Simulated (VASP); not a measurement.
# SnSe (P-1) in VASP: single point with PBEsol

Aim: the single point of SnSe with PBEsol.

Program: VASP 6.6.1. These are calculated values, not measurements. Logs are shortened: lines on timing, memory, paths and dates and some standing lists are left out, and cuts for length are marked.

## 1. The cell of the first run

The typed cell holds 2 atoms: a = 4.058 Å, b = 5.739 Å, c = 4.126 Å, α = 45.95°, β = 60.56°, γ = 90.00°.

## 2. Single point, PBEsol

File INCAR:

```
SYSTEM = SnSe
ALGO = Normal
EDIFF = 1E-6
ENCUT = 500
GGA = PS
GGA_COMPAT = .FALSE.
ISIF = 2
ISMEAR = 0
LASPH = .TRUE.
LCHARG = .FALSE.
LREAL = .FALSE.
LWAVE = .FALSE.
NBANDS = 17
NELM = 120
PREC = Accurate
SIGMA = 0.02
```

File KPOINTS:

```
k-points
0
G
  7 5 12
  0 0 0
```

File POSCAR:

```
SnSe
1.0
    4.0583733918     -0.0000000943     -0.0008296894
   -0.0000001334      5.7394066634     -0.0013048235
    2.0287383030      2.8692047270      2.1626929368
Sn Se
1 1
Direct
    0.0000000000      0.5000000000      0.0000000000
    0.0000000000      0.0000000000      0.0000000000
```

Potentials or basis: VASP PAW PBE potentials, release 64 (Sn_d, Se).

The run is started by

```console
> cat potpaw_PBE.64/Sn_d/POTCAR potpaw_PBE.64/Se/POTCAR > POTCAR
> mpirun -np 1 vasp_std > vasp.out
```

OUTCAR:

```text
SYSTEM = SnSe
   EDIFF = 1E-6
   ENCUT = 500
   GGA = PS
   ISIF = 2
   ISMEAR = 0
   LASPH = .TRUE.
   LREAL = .FALSE.
   NELM = 120
   PREC = Accurate

 ion  position               nearest neighbor table
   1  0.000  0.500  0.000-   2 2.87   2 2.87   2 2.97   2 2.97   2 2.97   2 2.97
   2  0.000  0.000  0.000-   1 2.87   1 2.87   1 2.97   1 2.97   1 2.97   1 2.97

  LATTYP: Found a triclinic cell.
 ALAT       =     4.1270552522
 B/A-ratio  =     2.4087257369
 C/A-ratio  =     0.9997877534
 COS(alpha) =     0.0000376589
 COS(beta)  =     0.5164007406
 COS(gamma) =     0.8029462299

  Lattice vectors:

 A1 = (   2.0296350888,  -2.8692048213,  -2.1635226262)
 A2 = (   8.1167469170,  -5.7394068520,  -0.0003545553)
 A3 = (  -2.0287383030,  -2.8692047270,  -2.1626929368)

Analysis of symmetry for initial positions (statically):
=====================================================================
 Subroutine PRICEL returns:
 Original cell was already a primitive cell.

 Routine SETGRP: Setting up the symmetry group for a
 triclinic supercell.

 Subroutine GETGRP returns: Found  2 space group operations
 (whereof  2 operations were pure point group operations)
 out of a pool of  2 trial point group operations.

The static configuration has the point symmetry S_2 .

Analysis of symmetry for dynamics (positions and initial velocities):
=====================================================================
 Subroutine PRICEL returns:
 Original cell was already a primitive cell.

 Routine SETGRP: Setting up the symmetry group for a
 triclinic supercell.

 Subroutine GETGRP returns: Found  2 space group operations
 (whereof  2 operations were pure point group operations)
 out of a pool of  2 trial point group operations.

The dynamic configuration has the point symmetry S_2 .

 Subroutine INISYM returns: Found  2 space group operations
 (whereof  2 operations are pure point group operations),
 and found     1 'primitive' translations

----------------------------------------------------------------------------------------

                                     Primitive cell

  volume of cell :      50.3997

  direct lattice vectors                    reciprocal lattice vectors
     4.058373392 -0.000000094 -0.000829689     0.246356908 -0.000052517 -0.231028179
    -0.000000133  5.739406663 -0.001304824    -0.000047229  0.174181513 -0.231039088
     2.028738303  2.869204727  2.162692937     0.000094483  0.000105069  0.462158467

  length of vectors
     4.058373477  5.739406812  4.126179299     0.337736211  0.289341082  0.462158489

  position of ions in fractional coordinates (direct lattice)
     0.000000000  0.500000000  0.000000000
     0.000000000  0.000000000  0.000000000

  ion indices of the primitive-cell ions
   primitive index   ion index
                 1           1
                 2           2

----------------------------------------------------------------------------------------

 KPOINTS: k-points

Automatic generation of k-mesh.
 Grid dimensions read from file:
 generate k-points for:    7    5   12

 Generating k-lattice:

  Cartesian coordinates                     Fractional coordinates (reciprocal lattice)
     0.035193844 -0.000007502 -0.033004026     0.142857143  0.000000000 -0.000000000
    -0.000009446  0.034836303 -0.046207818     0.000000000  0.200000000 -0.000000000
     0.000007874  0.000008756  0.038513206     0.000000000  0.000000000  0.083333333

  Length of vectors
     0.048248030  0.057868216  0.038513207

  Shift w.r.t. Gamma in fractional coordinates (k-lattice)
     0.000000000  0.000000000  0.000000000

 Subroutine IBZKPT returns following result:
 ===========================================

 Found    211 irreducible k-points:

 Following reciprocal coordinates:
            Coordinates               Weight
  0.000000  0.000000  0.000000      1.000000
  0.142857  0.000000  0.000000      2.000000
  0.285714  0.000000  0.000000      2.000000
  0.428571  0.000000  0.000000      2.000000
  0.000000  0.200000 -0.000000      2.000000
  0.142857  0.200000 -0.000000      2.000000
[... 16 lines left out ...]
 -0.428571 -0.000000  0.083333      2.000000
 -0.285714 -0.000000  0.083333      2.000000
 [... further k-points ...]
   k-points           NKPTS =    211   k-points in BZ     NKDIM =    211   number of bands    NBANDS=     17
   number of dos      NEDOS =    301   number of ions     NIONS =      2
   total plane-waves  NPLWV =  37800
   dimension x,y,z NGX =    30 NGY =   42 NGZ =   30
   dimension x,y,z NGXF=    60 NGYF=   84 NGZF=   60
   ions per type =               1   1
   NGX,Y,Z   is equivalent  to a cutoff of  12.29, 12.17, 12.09 a.u.
   NGXF,Y,Z  is equivalent  to a cutoff of  24.58, 24.33, 24.17 a.u.
 SYSTEM =  SnSe
   PREC   = accura    normal or accurate (medium, high low for compatibility)
   ISTART =      0    job   : 0-new  1-cont  2-samecut
   ICHARG =      2    charge: 1-file 2-atom 10-const
   ISPIN  =      1    spin polarized calculation?
   LNONCOLLINEAR =      F non collinear calculations
   LSORBIT =      F    spin-orbit coupling
   LASPH  =      T    aspherical Exc in radial PAW
   ENCUT  =  500.0 eV  36.75 Ry    6.06 a.u.   7.40 10.46  7.52*2*pi/ulx,y,z
   NELM   =    120;   NELMIN=  2; NELMDL= -5     # of ELM steps
   EDIFF  = 0.1E-05   stopping-criterion for ELM
   LREAL  =      F    real-space projection
   EDIFFG = 0.1E-04   stopping-criterion for IOM
   NSW    =      0    number of steps for IOM
   IBRION =     -1    ionic relax: 0-MD 1-quasi-New 2-CG
   NFREE  =      0    steps in history (QN), initial steepest desc. (CG)
   ISIF   =      2    stress and relaxation
   ISYM   =      2    0-nonsym 1-usesym 2-fastsym
   POTIM  = 0.5000    time-step for ionic-motion
   TEBEG  =    0.0;   TEEND  =   0.0 temperature during run
   PSTRESS=    0.0 pullay stress
   NELECT =      20.0000    total number of electrons
   NUPDOWN=      -1.0000    fix difference up-down
   EMIN   =  10.00;   EMAX   =-10.00  energy-range for DOS
   EFERMI =   0.00;   METHOD = LEGACY
   ISMEAR =     0;   SIGMA  =   0.02  broadening in eV -4-tet -1-fermi 0-gaus
   EFERMI_NEDOS =   21; number of points for ismear=-14 and -15
   IALGO  =     38    algorithm
   IMIX   =      4    mixing-type and parameters
     AMIX     =   0.40;   BMIX     =  1.00
     AMIX_MAG =   1.60;   BMIX_MAG =  1.00
  volume/ion in A,a.u.               =      25.20       170.06
  Fermi-wavevector in a.u.,A,eV,Ry     =   1.203027  2.273392 19.691366  1.447275
  Thomas-Fermi vector in A             =   2.338792
   LORBIT       =      0    0 simple, 1 ext, 2 COOP (PROOUT), +10 PAW based schemes
   GGA     = PS    functional components
   LHFCALC =     F    Hartree Fock is set to
   AEXX    =    0.0000 exact exchange contribution
   IVDW    =     0    specifies the selected vdW correction
   LEPSILON=     F    determine dielectric tensor
   LRPA    =     F    only Hartree local field effects (RPA)
 non-spin polarized calculation
 Gauss-broadening in eV      SIGMA  =   0.02
  energy-cutoff  :      500.00
  volume of cell :       50.40
 maximum number of plane-waves:      1298
 NGX is ok and might be reduce to    30
   NGX = 15   NGY = 21   NGZ = 15

 number of electron      20.0000004 magnetization

 Free energy of the ion-electron system (eV)
  ---------------------------------------------------
  ext. energy  EPLUGINS =         0.00000000
  ---------------------------------------------------
  free energy    TOTEN  =        -8.93452174 eV

  energy without entropy =       -8.93452167  energy(sigma->0) =       -8.93452170

 E-fermi :   6.5542     XC(G=0): -10.1360

 val. band max:        6.4996556625   @ k =  -0.1429   0.4000  -0.0000
 cond. band min:       6.6088255092   @ k =  -0.4286   0.4000   0.5000
 fundamental gap:      0.1091698467
 Fermi energy:         6.5542193711

 k-point     1 :       0.0000    0.0000    0.0000
  band No.  band energies     occupation
      1     -15.1490      2.00000
      2     -15.1470      2.00000
      3     -15.1382      2.00000
      4     -15.1367      2.00000
      5     -15.1342      2.00000
      6      -8.0859      2.00000
[... 9 lines left out ...]
     16      12.4509      0.00000
     17      14.3654      0.00000

 k-point     2 :       0.1429    0.0000    0.0000
  band No.  band energies     occupation
      1     -15.1517      2.00000
      2     -15.1447      2.00000
      3     -15.1398      2.00000
      4     -15.1338      2.00000
      5     -15.1319      2.00000
      6      -7.8704      2.00000
[... 9 lines left out ...]
     16      13.6444      0.00000
     17      14.8450      0.00000

 k-point     3 :       0.2857    0.0000    0.0000
  band No.  band energies     occupation
      1     -15.1679      2.00000
      2     -15.1439      2.00000
      3     -15.1363      2.00000
      4     -15.1294      2.00000
      5     -15.1204      2.00000
      6      -7.3042      2.00000
[... 9 lines left out ...]
     16      16.0870      0.00000
     17      16.4157      0.00000

 k-point     4 :       0.4286    0.0000    0.0000
  band No.  band energies     occupation
      1     -15.1849      2.00000
      2     -15.1472      2.00000
      3     -15.1316      2.00000
      4     -15.1228      2.00000
      5     -15.1110      2.00000
      6      -6.7349      2.00000
[... 9 lines left out ...]
     16      18.4483      0.00000
     17      18.7461      0.00000
[... 343 lines left out ...]
      1     -15.1743      2.00000
      2     -15.1440      2.00000
      3     -15.1354      2.00000
      4     -15.1263      2.00000
      5     -15.1158      2.00000
      6      -6.9749      2.00000
[... 9 lines left out ...]
     16      17.0441      0.00000
     17      17.5639      0.00000

 k-point    23 :      -0.4286   -0.0000    0.0833
  band No.  band energies     occupation
      1     -15.1849      2.00000
      2     -15.1454      2.00000
      3     -15.1332      2.00000
      4     -15.1238      2.00000
      5     -15.1096      2.00000
      6      -6.6249      2.00000
[... 9 lines left out ...]
     16      17.8217      0.00000
     17      18.9522      0.00000

 k-point    24 :      -0.2857   -0.0000    0.0833
  band No.  band energies     occupation
      1     -15.1763      2.00000
      2     -15.1434      2.00000
      3     -15.1369      2.00000
      4     -15.1265      2.00000
      5     -15.1141      2.00000
      6      -6.9219      2.00000
[... 9 lines left out ...]
     16      16.8548      0.00000
     17      18.0609      0.00000

 [... further k-points ...]

------------------------ aborting loop because EDIFF is reached ----------------------------------------

  FORCE on cell =-STRESS in cart. coord.  units (eV):
  Direction    XX          YY          ZZ          XY          YZ          ZX
  --------------------------------------------------------------------------------------
  -------------------------------------------------------------------------------------
  Total        0.6855707      1.9721923      0.0022949     -0.0072920     -0.0005515     -0.0006008
  in kB       21.7938881     62.6948338      0.0729533     -0.2318097     -0.0175322     -0.0190981
  external PRESSURE =      28.1872251 kB  Pullay stress =       0.0000000 kB

 VOLUME and BASIS-vectors are now :
 -----------------------------------------------------------------------------
  energy-cutoff  :      500.00
  volume of cell :       50.40
      direct lattice vectors                 reciprocal lattice vectors
     4.058373392 -0.000000094 -0.000829689     0.246356908 -0.000052517 -0.231028179
    -0.000000133  5.739406663 -0.001304824    -0.000047229  0.174181513 -0.231039088
     2.028738303  2.869204727  2.162692937     0.000094483  0.000105069  0.462158467

 POSITION                                       TOTAL-FORCE (eV/Angst)
 -----------------------------------------------------------------------------------
     -0.00000      2.86970     -0.00065        -0.000000      0.000000      0.000000
      0.00000      0.00000      0.00000         0.000000     -0.000000      0.000000
 -----------------------------------------------------------------------------------
    total drift:                               -0.000000      0.000000     -0.000000

  FREE ENERGIE OF THE ION-ELECTRON SYSTEM (eV)
  ---------------------------------------------------
  free  energy   TOTEN  =        -8.9345217363 eV

  energy  without entropy=       -8.9345216730  energy(sigma->0) =       -8.93452170
```

Run time: 4.5 min. Hardware: 1 thread of AMD EPYC 7R43 (Zen 3), shared host; peak memory 0.28 GiB.

Results:

* Free energy: -8.9345 eV
* Pressure: 2.8 GPa
* Band gap on the k mesh: 0.11 eV (least direct gap 0.49 eV)

Caveat: the PAW data sets were made with another functional, which shifts forces and pressure a little; spin-orbit coupling is left out, which moves the levels of the heavy elements; an odd mesh through Γ misses points on the zone boundary, where band edges can lie.
